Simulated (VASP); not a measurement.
A run of VASP 6.6.1:

INCAR

```
PREC = Accurate
ENCUT = 520
EDIFF = 1E-6
ISMEAR = 0
SIGMA = 0.05
LREAL = F
LASPH = T
NELM = 80
ALGO = Normal
ISIF = 2
LWAVE = F
LCHARG = F
GGA = PS
NBANDS = 28
```

Contents of KPOINTS:

```
Automatic mesh
0
Gamma
  8 8 8
```

File POSCAR:

```
SrTiO3
1.0
    3.8911201355      0.0000000000      0.0000000000
    0.0000000000      3.8911201355      0.0000000000
    0.0000000000      0.0000000000      3.8911201355
Sr Ti O
1 1 3
Direct
    0.0000000000      0.0363446389      0.0363446389
    0.5000000000      0.5000000000      0.5000000000
    0.0000000000      0.5000000000      0.5000000000
    0.5000000000      0.0000000000      0.5000000000
    0.5000000000      0.5000000000      0.0000000000
```

Potentials or basis: VASP PAW PBE potentials, release 64 (Sr_sv, Ti_sv, O).

Launch:

```sh
$ cat potpaw_PBE.64/Sr_sv/POTCAR potpaw_PBE.64/Ti_sv/POTCAR potpaw_PBE.64/O/POTCAR > POTCAR
$ mpirun -np 1 vasp_std > vasp.out
```

Hardware: 1 thread of Intel(R) Xeon(R) Platinum 8259CL CPU @ 2.50GHz (Skylake/Cascade Lake), with other jobs on the host.

Question: How long does it take, and how much memory?

Answer: It took 2.6 min on 1 thread of Intel(R) Xeon(R) Platinum 8259CL CPU @ 2.50GHz (Skylake/Cascade Lake), on a shared host, peak memory 0.29 GiB. Counts: scf iterations 16, k points 105.
